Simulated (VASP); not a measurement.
# RbCaBr3 (Cmmm) in VASP: a series of runs

The runs below take RbCaBr3 through single point, with LDA.

Everything below comes from runs of VASP 6.6.1. Logs are shortened: lines on timing, memory, paths and dates and some standing lists are left out, and cuts for length are marked.

### 1 The cell of the first run

Symmetry: Cmmm, No. 65, orthorhombic system. The conventional cell has a = 8.042 Å, b = 8.184 Å, c = 5.737 Å, α = 90.00°, β = 90.00°, γ = 90.00°. Rb (site symmetry mmm) has 12 Br at 4.02 to 4.09 Å and 8 Ca at 4.94 to 5.00 Å within 5.3 Å. Within 3.8 Å of Ca (site symmetry mmm) lie 6 Br at 2.87 Å. Br (site symmetry 2/m) has 2 Ca at 2.87 Å within 3.8 Å. Br (site symmetry mmm) has 2 Ca at 2.87 Å within 3.8 Å.

### 2 Single point, LDA (strain +0.0175 x Voigt [0, 0, 0, 0, 0, 1])

Contents of INCAR:

```
ALGO     = Normal         # electronic algorithm
EDIFF    = 1E-7           # SCF threshold, eV
ENCUT    = 520            # plane-wave cutoff, eV
GGA      = CA             # functional
ISIF     = 2              # what is computed and relaxed
ISMEAR   = 0              # smearing method
LASPH    = True           # aspherical terms in the spheres
LCHARG   = False          # write CHGCAR
LREAL    = False          # projectors in reciprocal space
LWAVE    = False          # write WAVECAR
NBANDS   = 28             # bands
NELM     = 80             # most SCF steps
PREC     = Accurate       # precision mode
SIGMA    = 0.05           # smearing width, eV
```

Contents of KPOINTS:

```
k-points
0
Gamma
  4 4 4
```

Contents of POSCAR:

```
RbCaBr3
1.0
    5.7366900000      0.0501960375      0.0000000000
    0.0501960375      5.7366900000      0.0000000000
    0.0000000000      0.0000000000      5.7366900000
Rb Ca Br
1 1 3
Direct
    0.5000000000      0.5000000000      0.5000000000
    0.0000000000      0.0000000000      0.0000000000
    0.5000000000      0.0000000000      0.0000000000
    0.0000000000      0.5000000000      0.0000000000
    0.0000000000      0.0000000000      0.5000000000
```

Potentials or basis: VASP PAW LDA potentials, release 64 (Rb_sv, Ca_sv, Br).

On the command line:

```bash
$ cat potpaw_LDA.64/Rb_sv/POTCAR potpaw_LDA.64/Ca_sv/POTCAR potpaw_LDA.64/Br/POTCAR > POTCAR
$ mpirun -np 1 vasp_std > vasp.out
```

OUTCAR:

```text
EDIFF = 1E-7
   ENCUT = 520
   GGA = CA
   ISIF = 2
   ISMEAR = 0
   LASPH = True
   LREAL = False
   NELM = 80
   PREC = Accurate

 ion  position               nearest neighbor table
   1  0.500  0.500  0.500-   5 4.02   5 4.02   3 4.06   4 4.06   3 4.06   3 4.06   3 4.06   4 4.06
                             4 4.06   4 4.06   5 4.09   5 4.09
   2  0.000  0.000  0.000-   5 2.87   5 2.87   3 2.87   4 2.87   4 2.87   3 2.87
   3  0.500  0.000  0.000-   2 2.87   2 2.87   1 4.06   1 4.06   1 4.06   1 4.06
   4  0.000  0.500  0.000-   2 2.87   2 2.87   1 4.06   1 4.06   1 4.06   1 4.06
   5  0.000  0.000  0.500-   2 2.87   2 2.87   1 4.02   1 4.02   1 4.09   1 4.09

  LATTYP: Found a base centered orthorhombic cell.
 ALAT       =     8.0419168841
 B/A-ratio  =     1.0176544767
 C/A-ratio  =     0.7133485813

  Lattice vectors:

 A1 = (  -0.0501960375,  -5.7366900000,   0.0000000000)
 A2 = (   5.7366900000,   0.0501960375,   0.0000000000)
 A3 = (   0.0000000000,   0.0000000000,   5.7366900000)

Analysis of symmetry for initial positions (statically):
=====================================================================
 Subroutine PRICEL returns:
 Original cell was already a primitive cell.

 Routine SETGRP: Setting up the symmetry group for a
 base centered orthorhombic supercell.

 Subroutine GETGRP returns: Found  8 space group operations
 (whereof  8 operations were pure point group operations)
 out of a pool of  8 trial point group operations.

The static configuration has the point symmetry D_2h.

Analysis of symmetry for dynamics (positions and initial velocities):
=====================================================================
 Subroutine PRICEL returns:
 Original cell was already a primitive cell.

 Routine SETGRP: Setting up the symmetry group for a
 base centered orthorhombic supercell.

 Subroutine GETGRP returns: Found  8 space group operations
 (whereof  8 operations were pure point group operations)
 out of a pool of  8 trial point group operations.

The dynamic configuration has the point symmetry D_2h.

 Subroutine INISYM returns: Found  8 space group operations
 (whereof  8 operations are pure point group operations),
 and found     1 'primitive' translations

----------------------------------------------------------------------------------------

                                     Primitive cell

  volume of cell :     188.7778

  direct lattice vectors                    reciprocal lattice vectors
     5.736690000  0.050196037  0.000000000     0.174329896 -0.001525387  0.000000000
     0.050196037  5.736690000  0.000000000    -0.001525387  0.174329896  0.000000000
     0.000000000  0.000000000  5.736690000     0.000000000  0.000000000  0.174316548

  length of vectors
     5.736909603  5.736909603  5.736690000     0.174336569  0.174336569  0.174316548

  position of ions in fractional coordinates (direct lattice)
     0.500000000  0.500000000  0.500000000
     0.000000000  0.000000000  0.000000000
     0.500000000  1.000000000  0.000000000
     1.000000000  0.500000000  0.000000000
     0.000000000  0.000000000  0.500000000

  ion indices of the primitive-cell ions
   primitive index   ion index
                 1           1
                 2           2
                 3           3
                 4           4
                 5           5

----------------------------------------------------------------------------------------

 KPOINTS: k-points

Automatic generation of k-mesh.
 Grid dimensions read from file:
 generate k-points for:    4    4    4

 Generating k-lattice:

  Cartesian coordinates                     Fractional coordinates (reciprocal lattice)
     0.043582474 -0.000381347  0.000000000     0.250000000 -0.000000000  0.000000000
    -0.000381347  0.043582474  0.000000000    -0.000000000  0.250000000  0.000000000
     0.000000000  0.000000000  0.043579137     0.000000000  0.000000000  0.250000000

  Length of vectors
     0.043584142  0.043584142  0.043579137

  Shift w.r.t. Gamma in fractional coordinates (k-lattice)
     0.000000000  0.000000000  0.000000000

 Subroutine IBZKPT returns following result:
 ===========================================

 Found     21 irreducible k-points:

 Following reciprocal coordinates:
            Coordinates               Weight
  0.000000  0.000000  0.000000      1.000000
  0.250000  0.000000  0.000000      4.000000
  0.500000  0.000000  0.000000      2.000000
  0.250000  0.250000  0.000000      2.000000
  0.500000  0.250000  0.000000      4.000000
 -0.250000  0.250000  0.000000      2.000000
[... 13 lines left out ...]
 -0.250000  0.250000  0.500000      2.000000
  0.500000  0.500000  0.500000      1.000000
   k-points           NKPTS =     21   k-points in BZ     NKDIM =     21   number of bands    NBANDS=     28
   number of dos      NEDOS =    301   number of ions     NIONS =      5
   total plane-waves  NPLWV = 110592
   dimension x,y,z NGX =    48 NGY =   48 NGZ =   48
   dimension x,y,z NGXF=    96 NGYF=   96 NGZF=   96
   ions per type =               1   1   3
   NGX,Y,Z   is equivalent  to a cutoff of  13.91, 13.91, 13.91 a.u.
   NGXF,Y,Z  is equivalent  to a cutoff of  27.82, 27.82, 27.82 a.u.
 SYSTEM =  unknown system
   PREC   = accura    normal or accurate (medium, high low for compatibility)
   ISTART =      0    job   : 0-new  1-cont  2-samecut
   ICHARG =      2    charge: 1-file 2-atom 10-const
   ISPIN  =      1    spin polarized calculation?
   LNONCOLLINEAR =      F non collinear calculations
   LSORBIT =      F    spin-orbit coupling
   LASPH  =      T    aspherical Exc in radial PAW
   ENCUT  =  520.0 eV  38.22 Ry    6.18 a.u.  10.67 10.67 10.67*2*pi/ulx,y,z
   NELM   =     80;   NELMIN=  2; NELMDL= -5     # of ELM steps
   EDIFF  = 0.1E-06   stopping-criterion for ELM
   LREAL  =      F    real-space projection
   EDIFFG = 0.1E-05   stopping-criterion for IOM
   NSW    =      0    number of steps for IOM
   IBRION =     -1    ionic relax: 0-MD 1-quasi-New 2-CG
   NFREE  =      0    steps in history (QN), initial steepest desc. (CG)
   ISIF   =      2    stress and relaxation
   ISYM   =      2    0-nonsym 1-usesym 2-fastsym
   POTIM  = 0.5000    time-step for ionic-motion
   TEBEG  =    0.0;   TEEND  =   0.0 temperature during run
   PSTRESS=    0.0 pullay stress
   NELECT =      40.0000    total number of electrons
   NUPDOWN=      -1.0000    fix difference up-down
   EMIN   =  10.00;   EMAX   =-10.00  energy-range for DOS
   EFERMI =   0.00;   METHOD = LEGACY
   ISMEAR =     0;   SIGMA  =   0.05  broadening in eV -4-tet -1-fermi 0-gaus
   EFERMI_NEDOS =   21; number of points for ismear=-14 and -15
   IALGO  =     38    algorithm
   IMIX   =      4    mixing-type and parameters
     AMIX     =   0.40;   BMIX     =  1.00
     AMIX_MAG =   1.60;   BMIX_MAG =  1.00
  volume/ion in A,a.u.               =      37.76       254.79
  Fermi-wavevector in a.u.,A,eV,Ry     =   0.975988  1.844350 12.960268  0.952553
  Thomas-Fermi vector in A             =   2.106571
   LORBIT       =      0    0 simple, 1 ext, 2 COOP (PROOUT), +10 PAW based schemes
   GGA     = CA    functional components
   LHFCALC =     F    Hartree Fock is set to
   AEXX    =    0.0000 exact exchange contribution
   IVDW    =     0    specifies the selected vdW correction
   LEPSILON=     F    determine dielectric tensor
   LRPA    =     F    only Hartree local field effects (RPA)
 non-spin polarized calculation
 Gauss-broadening in eV      SIGMA  =   0.05
  energy-cutoff  :      520.00
  volume of cell :      188.78
 maximum number of plane-waves:      5118
 NGX is ok and might be reduce to    48
   NGX = 21   NGY = 21   NGZ = 21

 number of electron      39.9999996 magnetization

 Free energy of the ion-electron system (eV)
  ---------------------------------------------------
  ext. energy  EPLUGINS =         0.00000000
  ---------------------------------------------------
  free energy    TOTEN  =       -19.16939393 eV

  energy without entropy =      -19.16939393  energy(sigma->0) =      -19.16939393

 E-fermi :  -0.9106     XC(G=0):  -7.8935

 val. band max:       -1.1423258979   @ k =   0.5000   0.5000   0.5000
 cond. band min:       2.5375775421   @ k =   0.0000   0.0000   0.0000
 fundamental gap:      3.6799034400
 Fermi energy:        -0.9105524492

 k-point     1 :       0.0000    0.0000    0.0000
  band No.  band energies     occupation
      1     -39.7297      2.00000
      2     -26.3385      2.00000
      3     -21.0649      2.00000
      4     -21.0629      2.00000
      5     -21.0608      2.00000
      6     -14.1865      2.00000
[... 20 lines left out ...]
     27       4.7697      0.00000
     28       4.8058      0.00000

 k-point     2 :       0.2500    0.0000    0.0000
  band No.  band energies     occupation
      1     -39.7297      2.00000
      2     -26.3384      2.00000
      3     -21.0722      2.00000
      4     -21.0628      2.00000
      5     -21.0623      2.00000
      6     -14.1381      2.00000
[... 20 lines left out ...]
     27       5.0451      0.00000
     28       5.2264      0.00000

 k-point     3 :       0.5000    0.0000    0.0000
  band No.  band energies     occupation
      1     -39.7297      2.00000
      2     -26.3383      2.00000
      3     -21.0808      2.00000
      4     -21.0627      2.00000
      5     -21.0624      2.00000
      6     -14.0893      2.00000
[... 20 lines left out ...]
     27       5.3168      0.00000
     28       5.9046      0.00000

 k-point     4 :       0.2500    0.2500    0.0000
  band No.  band energies     occupation
      1     -39.7297      2.00000
      2     -26.3383      2.00000
      3     -21.0735      2.00000
      4     -21.0698      2.00000
      5     -21.0627      2.00000
      6     -14.0887      2.00000
[... 20 lines left out ...]
     27       5.5507      0.00000
     28       5.5591      0.00000

 k-point     5 :       0.5000    0.2500    0.0000
  band No.  band energies     occupation
      1     -39.7296      2.00000
      2     -26.3381      2.00000
      3     -21.0808      2.00000
      4     -21.0712      2.00000
      5     -21.0626      2.00000
      6     -14.0347      2.00000
[... 20 lines left out ...]
     27       5.8234      0.00000
     28       6.2300      0.00000

 k-point     6 :      -0.2500    0.2500    0.0000
  band No.  band energies     occupation
      1     -39.7297      2.00000
      2     -26.3383      2.00000
      3     -21.0735      2.00000
      4     -21.0697      2.00000
      5     -21.0627      2.00000
      6     -14.0857      2.00000
[... 370 lines left out ...]
      5     -21.0695      2.00000
      6     -13.9832      2.00000
[... 20 lines left out ...]
     27       6.0849      0.00000
     28       6.1082      0.00000

 k-point    19 :       0.5000    0.2500    0.5000
  band No.  band energies     occupation
      1     -39.7296      2.00000
      2     -26.3379      2.00000
      3     -21.0806      2.00000
      4     -21.0803      2.00000
      5     -21.0709      2.00000
      6     -13.9206      2.00000
[... 20 lines left out ...]
     27       5.5547      0.00000
     28       6.0582      0.00000

 k-point    20 :      -0.2500    0.2500    0.5000
  band No.  band energies     occupation
      1     -39.7296      2.00000
      2     -26.3380      2.00000
      3     -21.0805      2.00000
      4     -21.0733      2.00000
      5     -21.0695      2.00000
      6     -13.9761      2.00000
[... 20 lines left out ...]
     27       6.1211      0.00000
     28       6.1254      0.00000

 k-point    21 :       0.5000    0.5000    0.5000
  band No.  band energies     occupation
      1     -39.7295      2.00000
      2     -26.3378      2.00000
      3     -21.0818      2.00000
      4     -21.0802      2.00000
      5     -21.0784      2.00000
      6     -13.8729      2.00000
[... 20 lines left out ...]
     27       5.1522      0.00000
     28       6.9888      0.00000

------------------------ aborting loop because EDIFF is reached ----------------------------------------

  FORCE on cell =-STRESS in cart. coord.  units (eV):
  Direction    XX          YY          ZZ          XY          YZ          ZX
  --------------------------------------------------------------------------------------
  -------------------------------------------------------------------------------------
  Total       -2.7989888     -2.7989888     -2.7992220     -0.1270549      0.0000000      0.0000000
  in kB      -23.7553178    -23.7553178    -23.7572976     -1.0783284      0.0000000      0.0000000
  external PRESSURE =     -23.7559778 kB  Pullay stress =       0.0000000 kB

 VOLUME and BASIS-vectors are now :
 -----------------------------------------------------------------------------
  energy-cutoff  :      520.00
  volume of cell :      188.78
      direct lattice vectors                 reciprocal lattice vectors
     5.736690000  0.050196037  0.000000000     0.174329896 -0.001525387  0.000000000
     0.050196037  5.736690000  0.000000000    -0.001525387  0.174329896  0.000000000
     0.000000000  0.000000000  5.736690000     0.000000000  0.000000000  0.174316548

 POSITION                                       TOTAL-FORCE (eV/Angst)
 -----------------------------------------------------------------------------------
      2.89344      2.89344      2.86835        -0.000000      0.000000      0.000000
      0.00000      0.00000      0.00000         0.000000     -0.000000      0.000000
      2.86835      0.02510      0.00000         0.000000     -0.000000      0.000000
      0.02510      2.86835      0.00000         0.000000     -0.000000      0.000000
      0.00000      0.00000      2.86835         0.000000     -0.000000      0.000000
 -----------------------------------------------------------------------------------
    total drift:                               -0.000000     -0.000000      0.000000

  FREE ENERGIE OF THE ION-ELECTRON SYSTEM (eV)
  ---------------------------------------------------
  free  energy   TOTEN  =       -19.1693939250 eV

  energy  without entropy=      -19.1693939250  energy(sigma->0) =      -19.16939393
```

It took 2.6 min on 1 thread of Oxide Virtual Turin-like, shared host; peak memory 0.29 GiB.

What came out:

```
Free energy            : -19.1694 eV
Pressure               : -2.4 GPa
Band gap on the k mesh : 3.68 eV, indirect (least direct gap 3.95 eV)
```

Caveat: the cell differs from its parent crystal (strain +0.0175 x Voigt [0, 0, 0, 0, 0, 1]).

(Part 1 of 2 ends here.)
